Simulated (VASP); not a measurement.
# HF in VASP: further runs, part 2 of 2

VASP 6.6.1. Earlier steps stand in the parts before.

## Step 3: Single point, PBE

The input, INCAR:

```
SYSTEM = HF
PREC     = Accurate       ! precision mode
ENCUT    = 520            ! plane-wave cutoff, eV
EDIFF    = 1E-6           ! SCF threshold, eV
ISMEAR   = -1             ! smearing method
SIGMA    = 0.02           ! smearing width, eV
LREAL    = Auto         
LASPH    = .TRUE.         ! aspherical terms in the spheres
NELM     = 80             ! most SCF steps
ALGO     = Normal         ! electronic algorithm
ISIF     = 2              ! what is computed and relaxed
LWAVE    = .FALSE.        ! write WAVECAR
LCHARG   = .FALSE.        ! write CHGCAR
GGA      = PE             ! functional
NBANDS   = 56             ! bands
```

The input, KPOINTS:

```
Automatic mesh
0
G
  1 1 1
  0 0 0
```

The input, POSCAR:

```
HF
1.0
    7.6174120000      0.0000000000      0.0000000000
    0.0000000000      7.6174120000      0.0000000000
    0.0000000000      0.0000000000      7.6174120000
F H
10 10
Direct
    0.0306534555      0.1352296554      0.7609408550
    0.2021421449      0.2589462143      0.2606003194
    0.3648089404      0.5630521232      0.2798850843
    0.6661054962      0.5710338367      0.6046016679
    0.7129324238      0.6271552596      0.0494918747
    0.1121115676      0.8077809104      0.5551360488
    0.9946947861     -0.0075222398      0.0851207733
    0.6144869150      1.0578395917      0.4451118044
    0.8329600657     -0.1242941829      0.7612034113
    0.3038958638      0.3744972702      0.8603053110
    0.0768896313      0.0790951047      0.8519428908
    0.1760965535      0.3755737513      0.2854906627
    0.3742740973      0.5441743206      0.1580064200
    0.5523923348      0.5741582574      0.5691171752
    0.7657456364      0.6418190325     -0.0667549556
    0.0719929551      0.9193017261      0.5656383034
    1.0595724637      0.0651927453      0.1633756977
    0.5856450984      1.0023483041      0.3340110788
    0.7293159409     -0.1237034310      0.6974022148
    0.2108327605      0.2846373545      0.8600558825
```

Potentials or basis: VASP PAW PBE potentials, release 64 (F, H).

Launch:

```console
> cat potpaw_PBE.64/F/POTCAR potpaw_PBE.64/H/POTCAR > POTCAR
> mpirun -np 1 vasp_gam > vasp.out
```

OUTCAR:

```text
SYSTEM = HF
   PREC = Accurate
   ENCUT = 520
   EDIFF = 1E-6
   ISMEAR = -1
   LREAL = Auto
   LASPH = .TRUE.
   NELM = 80
   ISIF = 2
   GGA = PE

 ion  position               nearest neighbor table
   1  0.031  0.135  0.761-  11 0.89
   2  0.202  0.259  0.261-  12 0.93
   3  0.365  0.563  0.280-  13 0.94
   4  0.666  0.571  0.605-  14 0.91
   5  0.713  0.627  0.049-  15 0.98
   6  0.112  0.808  0.555-  16 0.91
[... 12 lines left out ...]
  19  0.729  0.876  0.697-   9 0.93
  20  0.211  0.285  0.860-  10 0.99

  LATTYP: Found a simple cubic cell.
 ALAT       =     7.6174120000

  Lattice vectors:

 A1 = (   7.6174120000,   0.0000000000,   0.0000000000)
 A2 = (   0.0000000000,   7.6174120000,   0.0000000000)
 A3 = (   0.0000000000,   0.0000000000,   7.6174120000)

Analysis of symmetry for initial positions (statically):
=====================================================================
 Subroutine PRICEL returns:
 Original cell was already a primitive cell.
[... 186 lines left out ...]
 fundamental gap:      6.3061535784
 Fermi energy:        -6.7532236220

 k-point     1 :       0.0000    0.0000    0.0000
  band No.  band energies     occupation
      1     -29.5650      2.00000
      2     -29.2103      2.00000
      3     -28.8280      2.00000
      4     -28.6309      2.00000
      5     -28.5837      2.00000
      6     -28.4032      2.00000
[... 44 lines left out ...]
     51       3.6311      0.00000
     52       4.0618      0.00000
 [bands above 52 left out]

------------------------ aborting loop because EDIFF is reached ----------------------------------------

  FORCE on cell =-STRESS in cart. coord.  units (eV):
  Direction    XX          YY          ZZ          XY          YZ          ZX
  --------------------------------------------------------------------------------------
  -------------------------------------------------------------------------------------
  Total        0.8910778      1.8453279     -1.0423916     -2.0776335     -1.7569717      1.7084818
  in kB        3.2300101      6.6890090     -3.7784977     -7.5310788     -6.3687325      6.1929646
  external PRESSURE =       2.0468405 kB  Pullay stress =       0.0000000 kB

 VOLUME and BASIS-vectors are now :
 -----------------------------------------------------------------------------
  energy-cutoff  :      520.00
  volume of cell :      442.00
      direct lattice vectors                 reciprocal lattice vectors
     7.617412000  0.000000000  0.000000000     0.131278182  0.000000000  0.000000000
     0.000000000  7.617412000  0.000000000     0.000000000  0.131278182  0.000000000
     0.000000000  0.000000000  7.617412000     0.000000000  0.000000000  0.131278182

 POSITION                                       TOTAL-FORCE (eV/Angst)
 -----------------------------------------------------------------------------------
      0.23350      1.03010      5.79640        -0.686246      2.539422     -3.093164
      1.53980      1.97250      1.98510        -0.125772     -1.289810     -0.308604
      2.77890      4.28900      2.13200        -0.231144      0.098447      0.049332
      5.07400      4.34980      4.60550         1.907133      0.117851      0.697197
      5.43070      4.77730      0.37700         0.619335      0.109297     -1.506321
      0.85400      6.15320      4.22870         1.037353     -2.039216     -0.420062
[... 12 lines left out ...]
      5.55550      6.67511      5.31240        -0.677801      0.011157     -0.628165
      1.60600      2.16820      6.55140         1.163571      1.511835     -0.390701
 -----------------------------------------------------------------------------------
    total drift:                                0.003367     -0.000913      0.003233

  FREE ENERGIE OF THE ION-ELECTRON SYSTEM (eV)
  ---------------------------------------------------
  free  energy   TOTEN  =       -79.9986924803 eV

  energy  without entropy=      -79.9986924803  energy(sigma->0) =      -79.99869248
```

OSZICAR:

```text
N       E                     dE             d eps       ncg     rms          rms(c)
DAV:   1     0.795734175977E+03    0.79573E+03   -0.42041E+04   120   0.126E+03
DAV:   2     0.577369618117E+01   -0.78996E+03   -0.75201E+03   160   0.316E+02
DAV:   3    -0.852948920018E+02   -0.91069E+02   -0.90641E+02   136   0.116E+02
DAV:   4    -0.866949098961E+02   -0.14000E+01   -0.13988E+01   128   0.169E+01
DAV:   5    -0.867102368504E+02   -0.15327E-01   -0.15325E-01   136   0.169E+00    0.166E+01
DAV:   6    -0.802513148668E+02    0.64589E+01   -0.23542E+01   136   0.211E+01    0.709E+00
DAV:   7    -0.800675421218E+02    0.18377E+00   -0.53255E-01   128   0.349E+00    0.423E+00
DAV:   8    -0.799919957086E+02    0.75546E-01   -0.13338E-01   136   0.260E+00    0.353E-01
DAV:   9    -0.799956609781E+02   -0.36653E-02   -0.20980E-02   136   0.681E-01    0.267E-01
DAV:  10    -0.799984817791E+02   -0.28208E-02   -0.48511E-03   128   0.396E-01    0.959E-02
DAV:  11    -0.799986756631E+02   -0.19388E-03   -0.82535E-04   128   0.206E-01    0.630E-02
DAV:  12    -0.799987753616E+02   -0.99699E-04   -0.39235E-04   128   0.138E-01    0.328E-02
DAV:  13    -0.799987066004E+02    0.68761E-04   -0.12162E-04   128   0.882E-02    0.132E-02
DAV:  14    -0.799986949145E+02    0.11686E-04   -0.43109E-05   136   0.455E-02    0.946E-03
DAV:  15    -0.799986931319E+02    0.17826E-05   -0.77299E-06   128   0.185E-02    0.387E-03
DAV:  16    -0.799986924803E+02    0.65163E-06   -0.11013E-06    88   0.792E-03
   1 F= -.79998692E+02 E0= -.79998692E+02  d E =-.178608E-11
```

stdout:

```text
POSCAR found type information on POSCAR F H
 POSCAR found :  2 types and      20 ions
 scaLAPACK will be used
 LDA part: xc-table for (Slater+PW92), standard interpolation
 POSCAR, INCAR and KPOINTS ok, starting setup
 FFT: planning ... GRIDC
 FFT: planning ... GRID_SOFT
 FFT: planning ... GRID
 WAVECAR not read
 entering main loop
```

Wall time 81 s (1 thread of Intel Xeon 8259CL, shared host); peak memory 0.43 GiB.

Results:

```
Free energy   : -79.9987 eV
Pressure      : 0.2 GPa
Largest force : 4.216 eV/Å
```

Forces on the atoms (eV/Å):
```
F   -0.686  2.539 -3.093
F   -0.126 -1.290 -0.309
F   -0.231  0.098  0.049
F    1.907  0.118  0.697
F    0.619  0.109 -1.506
F    1.037 -2.039 -0.420
F    0.438  0.272  0.105
F   -0.333 -0.764 -1.260
F    0.273 -0.350  0.645
F   -1.184 -1.184  0.237
H    0.838 -2.514  3.279
H   -0.002  0.935  0.309
H    0.317  0.001 -0.174
H   -2.023 -0.112 -0.710
H   -0.681 -0.016  1.432
H   -0.885  2.017  0.382
H   -0.152  0.002  0.034
H    0.388  0.652  1.321
H   -0.678  0.011 -0.628
H    1.164  1.512 -0.391
```

Caveat: the k points lie up to 0.82 Å⁻¹ apart, too coarse for converged energies, forces and pressures.
